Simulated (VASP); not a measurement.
# PbS (Cmcm) in VASP: single point with PBEsol

Aim: the single point of PbS with PBEsol.

Everything below comes from runs of VASP 6.6.1. Logs are shortened: lines on timing, memory, paths and dates and some standing lists are left out, and cuts for length are marked.

**1. The cell of the first run**

Symmetry: Cmcm, No. 63, orthorhombic system. Conventional cell: a = 4.160 Å, b = 11.983 Å, c = 4.279 Å, α = 90.00°, β = 90.00°, γ = 90.00°. Within 3.5 Å of Pb (site symmetry m2m) lie 5 S at 2.69 to 2.99 Å. S (site symmetry m2m) has 5 Pb at 2.69 to 2.99 Å within 3.5 Å.

**2. Single point, PBEsol**

The input, INCAR:

```
SYSTEM = PbS
PREC = Accurate
ENCUT = 520
EDIFF = 1E-6
ISMEAR = 0
SIGMA = 0.01
LREAL = .False.
LASPH = .True.
NELM = 80
ALGO = Normal
ISIF = 2
LWAVE = .False.
LCHARG = .False.
GGA = PS
NBANDS = 28
```

The input, KPOINTS:

```
regular mesh
0
Gamma
  6 6 6
  0 0 0
```

The input, POSCAR:

```
PbS
1.0
    2.0799530000     -5.9912970000      0.0000000000
    2.0799530000      5.9912970000      0.0000000000
    0.0000000000      0.0000000000      4.2793210000
Pb S
2 2
Direct
    0.8694370000      0.1305630000      0.7500000000
    0.1305630000      0.8694370000      0.2500000000
    0.6452030000      0.3547970000      0.7500000000
    0.3547970000      0.6452030000      0.2500000000
```

Potentials or basis: VASP PAW PBE potentials, release 64 (Pb_d, S).

The run is started by

```console
$ cat potpaw_PBE.64/Pb_d/POTCAR potpaw_PBE.64/S/POTCAR > POTCAR
$ mpirun -np 1 vasp_std > vasp.out
```

OUTCAR:

```text
SYSTEM = PbS
   PREC = Accurate
   ENCUT = 520
   EDIFF = 1E-6
   ISMEAR = 0
   LREAL = .False.
   LASPH = .True.
   NELM = 80
   ISIF = 2
   GGA = PS

 ion  position               nearest neighbor table
   1  0.869  0.131  0.750-   3 2.69   4 2.99   4 2.99   4 2.99   4 2.99   2 3.79   2 3.79   2 4.13
                             2 4.13   2 4.13   2 4.13
   2  0.131  0.869  0.250-   4 2.69   3 2.99   3 2.99   3 2.99   3 2.99   1 3.79   1 3.79   1 4.13
                             1 4.13   1 4.13   1 4.13
   3  0.645  0.355  0.750-   1 2.69   2 2.99   2 2.99   2 2.99   2 2.99
   4  0.355  0.645  0.250-   2 2.69   1 2.99   1 2.99   1 2.99   1 2.99

  LATTYP: Found a base centered orthorhombic cell.
 ALAT       =     4.1599060000
 B/A-ratio  =     2.8804963381
 C/A-ratio  =     1.0287061775

  Lattice vectors:

 A1 = (   2.0799530000,  -5.9912970000,   0.0000000000)
 A2 = (   2.0799530000,   5.9912970000,   0.0000000000)
 A3 = (   0.0000000000,   0.0000000000,   4.2793210000)

Analysis of symmetry for initial positions (statically):
=====================================================================
 Subroutine PRICEL returns:
 Original cell was already a primitive cell.

 Routine SETGRP: Setting up the symmetry group for a
 base centered orthorhombic supercell.

 Subroutine GETGRP returns: Found  8 space group operations
 (whereof  4 operations were pure point group operations)
 out of a pool of  8 trial point group operations.

The static configuration has the point symmetry C_2h.
 The point group associated with its full space group is D_2h.

Analysis of symmetry for dynamics (positions and initial velocities):
=====================================================================
 Subroutine PRICEL returns:
 Original cell was already a primitive cell.

 Routine SETGRP: Setting up the symmetry group for a
 base centered orthorhombic supercell.

 Subroutine GETGRP returns: Found  8 space group operations
 (whereof  4 operations were pure point group operations)
 out of a pool of  8 trial point group operations.

The dynamic configuration has the point symmetry C_2h.
 The point group associated with its full space group is D_2h.

 Subroutine INISYM returns: Found  8 space group operations
 (whereof  4 operations are pure point group operations),
 and found     1 'primitive' translations

----------------------------------------------------------------------------------------

                                     Primitive cell

  volume of cell :     106.6545

  direct lattice vectors                    reciprocal lattice vectors
     2.079953000 -5.991297000  0.000000000     0.240390047 -0.083454384  0.000000000
     2.079953000  5.991297000  0.000000000     0.240390047  0.083454384  0.000000000
     0.000000000  0.000000000  4.279321000     0.000000000  0.000000000  0.233681932

  length of vectors
     6.342069396  6.342069396  4.279321000     0.254464161  0.254464161  0.233681932

  position of ions in fractional coordinates (direct lattice)
     0.869437000  0.130563000  0.750000000
     0.130563000  0.869437000  0.250000000
     0.645203000  0.354797000  0.750000000
     0.354797000  0.645203000  0.250000000

  ion indices of the primitive-cell ions
   primitive index   ion index
                 1           1
                 2           2
                 3           3
                 4           4

----------------------------------------------------------------------------------------

 KPOINTS: regular mesh

Automatic generation of k-mesh.
 Grid dimensions read from file:
 generate k-points for:    6    6    6

 Generating k-lattice:

  Cartesian coordinates                     Fractional coordinates (reciprocal lattice)
     0.040065008 -0.013909064  0.000000000     0.166666667  0.000000000  0.000000000
     0.040065008  0.013909064  0.000000000     0.000000000  0.166666667  0.000000000
     0.000000000  0.000000000  0.038946989     0.000000000  0.000000000  0.166666667

  Length of vectors
     0.042410693  0.042410693  0.038946989

  Shift w.r.t. Gamma in fractional coordinates (k-lattice)
     0.000000000  0.000000000  0.000000000

 Subroutine IBZKPT returns following result:
 ===========================================

 Found     52 irreducible k-points:

 Following reciprocal coordinates:
            Coordinates               Weight
  0.000000  0.000000  0.000000      1.000000
  0.166667  0.000000  0.000000      4.000000
  0.333333  0.000000  0.000000      4.000000
  0.500000  0.000000  0.000000      2.000000
  0.166667  0.166667  0.000000      2.000000
  0.333333  0.166667  0.000000      4.000000
[... 16 lines left out ...]
  0.333333  0.333333  0.166667      4.000000
  0.500000  0.333333  0.166667      8.000000
 [... further k-points ...]
   k-points           NKPTS =     52   k-points in BZ     NKDIM =     52   number of bands    NBANDS=     28
   number of dos      NEDOS =    301   number of ions     NIONS =      4
   total plane-waves  NPLWV =  73728
   dimension x,y,z NGX =    48 NGY =   48 NGZ =   32
   dimension x,y,z NGXF=    96 NGYF=   96 NGZF=   64
   ions per type =               2   2
   NGX,Y,Z   is equivalent  to a cutoff of  12.58, 12.58, 12.43 a.u.
   NGXF,Y,Z  is equivalent  to a cutoff of  25.16, 25.16, 24.86 a.u.
 SYSTEM =  PbS
   PREC   = accura    normal or accurate (medium, high low for compatibility)
   ISTART =      0    job   : 0-new  1-cont  2-samecut
   ICHARG =      2    charge: 1-file 2-atom 10-const
   ISPIN  =      1    spin polarized calculation?
   LNONCOLLINEAR =      F non collinear calculations
   LSORBIT =      F    spin-orbit coupling
   LASPH  =      T    aspherical Exc in radial PAW
   ENCUT  =  520.0 eV  38.22 Ry    6.18 a.u.  11.79 11.79  7.96*2*pi/ulx,y,z
   NELM   =     80;   NELMIN=  2; NELMDL= -5     # of ELM steps
   EDIFF  = 0.1E-05   stopping-criterion for ELM
   LREAL  =      F    real-space projection
   EDIFFG = 0.1E-04   stopping-criterion for IOM
   NSW    =      0    number of steps for IOM
   IBRION =     -1    ionic relax: 0-MD 1-quasi-New 2-CG
   NFREE  =      0    steps in history (QN), initial steepest desc. (CG)
   ISIF   =      2    stress and relaxation
   ISYM   =      2    0-nonsym 1-usesym 2-fastsym
   POTIM  = 0.5000    time-step for ionic-motion
   TEBEG  =    0.0;   TEEND  =   0.0 temperature during run
   PSTRESS=    0.0 pullay stress
   NELECT =      40.0000    total number of electrons
   NUPDOWN=      -1.0000    fix difference up-down
   EMIN   =  10.00;   EMAX   =-10.00  energy-range for DOS
   EFERMI =   0.00;   METHOD = LEGACY
   ISMEAR =     0;   SIGMA  =   0.01  broadening in eV -4-tet -1-fermi 0-gaus
   EFERMI_NEDOS =   21; number of points for ismear=-14 and -15
   IALGO  =     38    algorithm
   IMIX   =      4    mixing-type and parameters
     AMIX     =   0.40;   BMIX     =  1.00
     AMIX_MAG =   1.60;   BMIX_MAG =  1.00
  volume/ion in A,a.u.               =      26.66       179.94
  Fermi-wavevector in a.u.,A,eV,Ry     =   1.180597  2.231005 18.963933  1.393810
  Thomas-Fermi vector in A             =   2.316887
   LORBIT       =      0    0 simple, 1 ext, 2 COOP (PROOUT), +10 PAW based schemes
   GGA     = PS    functional components
   LHFCALC =     F    Hartree Fock is set to
   AEXX    =    0.0000 exact exchange contribution
   IVDW    =     0    specifies the selected vdW correction
   LEPSILON=     F    determine dielectric tensor
   LRPA    =     F    only Hartree local field effects (RPA)
 non-spin polarized calculation
 Gauss-broadening in eV      SIGMA  =   0.01
  energy-cutoff  :      520.00
  volume of cell :      106.65
 maximum number of plane-waves:      2904
   NGX = 23   NGY = 23   NGZ = 15

 number of electron      40.0000007 magnetization

 Free energy of the ion-electron system (eV)
  ---------------------------------------------------
  ext. energy  EPLUGINS =         0.00000000
  ---------------------------------------------------
  free energy    TOTEN  =       -18.74817413 eV

  energy without entropy =      -18.74817413  energy(sigma->0) =      -18.74817413

 E-fermi :   4.8715     XC(G=0):  -9.7807

 val. band max:        4.7587652374   @ k =   0.5000   0.5000   0.3333
 cond. band min:       5.8905935998   @ k =   0.5000   0.5000   0.0000
 fundamental gap:      1.1318283624
 Fermi energy:         4.8715160391

 k-point     1 :       0.0000    0.0000    0.0000
  band No.  band energies     occupation
      1     -11.5247      2.00000
      2     -11.4227      2.00000
      3     -11.4134      2.00000
      4     -11.4112      2.00000
      5     -11.3764      2.00000
      6     -11.3725      2.00000
[... 20 lines left out ...]
     27      10.8504      0.00000
     28      11.6788      0.00000

 k-point     2 :       0.1667    0.0000    0.0000
  band No.  band energies     occupation
      1     -11.5082      2.00000
      2     -11.4156      2.00000
      3     -11.4093      2.00000
      4     -11.3990      2.00000
      5     -11.3812      2.00000
      6     -11.3792      2.00000
[... 20 lines left out ...]
     27      11.1287      0.00000
     28      12.2157      0.00000

 k-point     3 :       0.3333    0.0000    0.0000
  band No.  band energies     occupation
      1     -11.4709      2.00000
      2     -11.4111      2.00000
      3     -11.4096      2.00000
      4     -11.3989      2.00000
      5     -11.3824      2.00000
      6     -11.3799      2.00000
[... 20 lines left out ...]
     27      12.5870      0.00000
     28      12.6911      0.00000

 k-point     4 :       0.5000    0.0000    0.0000
  band No.  band energies     occupation
      1     -11.4384      2.00000
      2     -11.4287      2.00000
      3     -11.4115      2.00000
      4     -11.4087      2.00000
      5     -11.3840      2.00000
      6     -11.3769      2.00000
[... 578 lines left out ...]
     27      10.7750      0.00000
     28      12.3025      0.00000

 k-point    23 :       0.3333    0.3333    0.1667
  band No.  band energies     occupation
      1     -11.4732      2.00000
      2     -11.4324      2.00000
      3     -11.4092      2.00000
      4     -11.3912      2.00000
      5     -11.3795      2.00000
      6     -11.3779      2.00000
[... 20 lines left out ...]
     27      11.7426      0.00000
     28      12.6991      0.00000

 k-point    24 :       0.5000    0.3333    0.1667
  band No.  band energies     occupation
      1     -11.4952      2.00000
      2     -11.4108      2.00000
      3     -11.3993      2.00000
      4     -11.3973      2.00000
      5     -11.3841      2.00000
      6     -11.3761      2.00000
[... 20 lines left out ...]
     27      11.9334      0.00000
     28      12.4776      0.00000

 [... further k-points ...]
[... 5 lines left out ...]
  --------------------------------------------------------------------------------------
  -------------------------------------------------------------------------------------
  Total       -1.3524215     -1.0219278     -1.4553989      0.0000000      0.0000000      0.0000000
  in kB      -20.3162439    -15.3515268    -21.8631837      0.0000000      0.0000000      0.0000000
  external PRESSURE =     -19.1769848 kB  Pullay stress =       0.0000000 kB

 VOLUME and BASIS-vectors are now :
 -----------------------------------------------------------------------------
  energy-cutoff  :      520.00
  volume of cell :      106.65
      direct lattice vectors                 reciprocal lattice vectors
     2.079953000 -5.991297000  0.000000000     0.240390047 -0.083454384  0.000000000
     2.079953000  5.991297000  0.000000000     0.240390047  0.083454384  0.000000000
     0.000000000  0.000000000  4.279321000     0.000000000  0.000000000  0.233681932

 POSITION                                       TOTAL-FORCE (eV/Angst)
 -----------------------------------------------------------------------------------
      2.07995     -4.42681      3.20949         0.000000      0.036231     -0.000000
      2.07995      4.42681      1.06983         0.000000     -0.036231     -0.000000
      2.07995     -1.73991      3.20949         0.000000      0.020968     -0.000000
      2.07995      1.73991      1.06983         0.000000     -0.020968      0.000000
 -----------------------------------------------------------------------------------
    total drift:                                0.000000     -0.000000      0.000000

  FREE ENERGIE OF THE ION-ELECTRON SYSTEM (eV)
  ---------------------------------------------------
  free  energy   TOTEN  =       -18.7481741335 eV

  energy  without entropy=      -18.7481741335  energy(sigma->0) =      -18.74817413
```

It used 380 s of CPU time on 1 thread of AMD EPYC 7R13 Processor (Zen 3) (shared host).

Results:

```yaml
Free_energy: -18.7482 eV
Pressure: -1.9 GPa
Largest_force: 0.036 eV/Å
Band_gap_on_the_k_mesh: 1.13 eV, indirect (least direct gap 1.33 eV)
```

Forces on the atoms (eV/Å):
```
Pb   0.000  0.036  0.000
Pb   0.000 -0.036  0.000
S    0.000  0.021  0.000
S    0.000 -0.021  0.000
```

Stress tensor (GPa, compression positive):
```
-2.03  0.00  0.00
 0.00 -1.54  0.00
 0.00  0.00 -2.19
```

Caveat: the PAW data sets were made with another functional, which shifts forces and pressure a little; spin-orbit coupling is left out, which moves the levels of the heavy elements. A k mesh can miss the band edges.
